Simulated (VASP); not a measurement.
The system is Fe.

```
Fe
1.0
    -1.44300    1.44300    1.44300
     1.44300   -1.44300    1.44300
     1.44300    1.44300   -1.44300
Fe
1
Direct
  0.00000 0.00000 0.00000
```

* Program: VASP 6.6.1
* Task: relaxation of cell and atoms
* Functional: PBE
* Potentials or basis: VASP PAW PBE potentials, release 64 (Fe)
* Cutoff: 600 eV
* k mesh: 16 × 16 × 16
* Occupations: fermi-dirac, width 0.05 eV
* Spin: collinear spin, ferromagnetic start
* Starting moments: [3.0] μB

At the start: pressure -9.2 GPa; volume 12.02 Å³/atom.

Question: How do energy, volume and symmetry change on relaxing?

Answer: Over 3 steps the energy falls by 19.7 meV/atom and the volume is 11.36 Å³/atom (-5.5 %); space group Im-3m (No. 229, to 0.05 Å); moment 2.20 μB per cell.

The path:
```
step  energy change (eV)  largest force (eV/Å)  pressure (GPa)  volume (Å³)
   1              0.0000                0.0000           -9.19        12.02
   2             -0.0066                0.0000            8.73        10.86
   3             -0.0197                0.0000           -0.01        11.36
```

Final structure:
```xyz
1
Lattice="-1.4162 1.4162 1.4162 1.4162 -1.4162 1.4162 1.4162 1.4162 -1.4162" Properties=species:S:1:pos:R:3 pbc="T T T"
Fe    0.0000    0.0000    0.0000
```
